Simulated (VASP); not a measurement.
A run of VASP 6.6.1 is set up as follows.

The input INCAR:

```
  PREC = Accurate
  ENCUT = 520
  EDIFF = 1E-6
  ISMEAR = -1
  SIGMA = 0.1379
  LREAL = Auto
  LASPH = True
  NELM = 80
  ALGO = Normal
  ISIF = 2
  LWAVE = False
  LCHARG = False
  GGA = PE
  ISYM = 0
  NBANDS = 67
```

Contents of KPOINTS:

```
Automatic mesh
0
Gamma
  1 1 1
  0.25 0.25 0.25
```

Contents of POSCAR:

```
Ta4Al5N9
1.0
    5.7043550000     -0.0555350000     -0.0206970000
   -0.0555350000      6.2992770000      0.1411560000
   -0.0206970000      0.1411560000      5.7643950000
Al N Ta
5 9 4
Direct
    0.2432499162      0.6584308505      0.7423741916
    0.3559791771      0.0279709459      0.4894058152
    0.6862704651      0.3491376244      0.7224235795
    0.0865247899      0.7929142761      0.1941645560
    0.5928138544      0.9439602740      0.0325574170
    0.6196245564      0.1939445674      0.4850328491
    0.7742000061      0.2217435542      0.0416073472
    0.3992035935      0.4057490656      0.8313639856
    0.6348987719      0.7134396714      0.2392671234
    1.0144217103      0.8450395281      0.8864224410
    0.9805975787      0.4739387635      0.6278934958
    0.5188300866      0.8612703953      0.7182368214
    0.1599025395      0.5150083194      0.1533489618
    0.2904802814      0.0858519945      0.1688580582
    0.4798027443      0.4262348402      0.1958366615
   -0.0153242147      0.2625030140      0.3478829885
    0.8203359552      0.8444253451      0.5447816795
    0.1297739558      0.1965477126      0.8682628520
```

Potentials or basis: VASP PAW PBE potentials, release 64 (Al, N, Ta_pv).

The run is started by

```bash
$ cat potpaw_PBE.64/Al/POTCAR potpaw_PBE.64/N/POTCAR potpaw_PBE.64/Ta_pv/POTCAR > POTCAR
$ mpirun -np 1 vasp_std > vasp.out
```

(1) What does it give for the pressure?

(2) What does it give for the largest force?

Answers

(1) 1.4 GPa.

(2) 3.806 eV/Å.

Caveat: the k points lie up to 1.10 Å⁻¹ apart, too coarse for converged energies, forces and pressures; the atoms stand as in a frame of molecular dynamics.
